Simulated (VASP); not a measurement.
Runs of VASP 6.6.1 on Ru. The structure is that of space group Fm-3m (No. 225), or close to it. The cells are those of the table. 

```csv
level,cell,k mesh,gap on the mesh (eV),pressure (GPa)
PBEsol,"a = 2.562, b = 2.687, c = 2.687 Å, angles 57.0, 61.5, 61.5°, 1 atom",16 × 16 × 16,none,(a)
PBEsol,"a = 2.640, b = 2.687, c = 2.671 Å, angles 59.5, 61.0, 59.2°, 1 atom",16 × 16 × 16,none,(b)
PBEsol,"a = 2.664 Å, angles 60.0°, 1 atom",18 × 18 × 18,none,0.3
PBEsol,"a = 2.621, b = 2.635, c = 2.671 Å, angles 59.2, 59.9, 61.1°, 1 atom",16 × 16 × 16,none,9.1
r2SCAN,"a = 2.683 Å, angles 60.0°, 1 atom",18 × 18 × 18,none,-1.3
```

Alike in all rows: task single point; potentials or basis VASP PAW PBE potentials, release 64 (Ru_pv); no spin polarisation; cutoff (eV) 520; smearing gaussian 0.1 eV.

Question: Estimate the missing entries.

Answer: (a) 11.2; (b) 0.7.

Caveats: the PAW data sets were made with another functional, which shifts forces and pressure a little; the stress differs along the axes, from -9 to 21 GPa (at least some runs); the stress differs along the axes, from -2 to 6 GPa (at least some runs); the stress differs along the axes, from 4 to 15 GPa (at least some runs); an empty level that is flat over the whole mesh can mark a ghost state of the potentials, or a narrow d or f band (at least some runs).

A k mesh can miss the band edges, and the runs leave out spin-orbit coupling on Ru.

A gap of «none» marks levels without a gap at the run's occupations.
